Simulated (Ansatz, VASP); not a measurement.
**One calculation of BPtF6, two programs**

```
B F Pt
1.0
     4.78843    0.00000    0.00000
    -2.39421    4.14690    0.00000
    -2.39421    1.38230    4.25800
B F Pt
1 6 1
Direct
  0.50000 0.50000 0.50000
  0.28936 0.15009 0.71813
  0.84991 0.42114 0.71813
  0.57886 0.71064 0.71813
  0.71064 0.84991 0.28187
  0.15009 0.57886 0.28187
  0.42114 0.28936 0.28187
  0.00000 0.00000 0.00000
```

Alike in both runs: functional PBE; k mesh 5 × 5 × 5; occupations fermi-dirac, width 0.0476 eV; no spin polarisation.

Ansatz relaxed the structure, and its values are those at the end. VASP's run is a single point on that final structure, the one shown.

|  | VASP | Ansatz |
| --- | --- | --- |
| version | VASP 6.6.1 | Ansatz 0.2.0 |
| potentials or method | VASP PAW PBE potentials, release 64 (B, F, Pt), cutoff 520 eV | PAW plane waves |
| valence electrons in the cell | 55 | 63 |

```tsv
	VASP	Ansatz	Ansatz less VASP
gap on the k mesh at the Fermi level (eV)	none	none	-
pressure (GPa)	0.0	0.0	+0.01
rms of the force components (eV/Å)	0.014	0.000	-0.0139
```

A gap of «none» marks a metal or a gap that the smearing closes. VASP's potentials hold 55 valence electrons a cell and Ansatz's 63, so a difference there can come from the potentials and not from the codes. Ansatz's warnings: structure snapped to symmetry.

Neither program's run includes spin-orbit coupling.
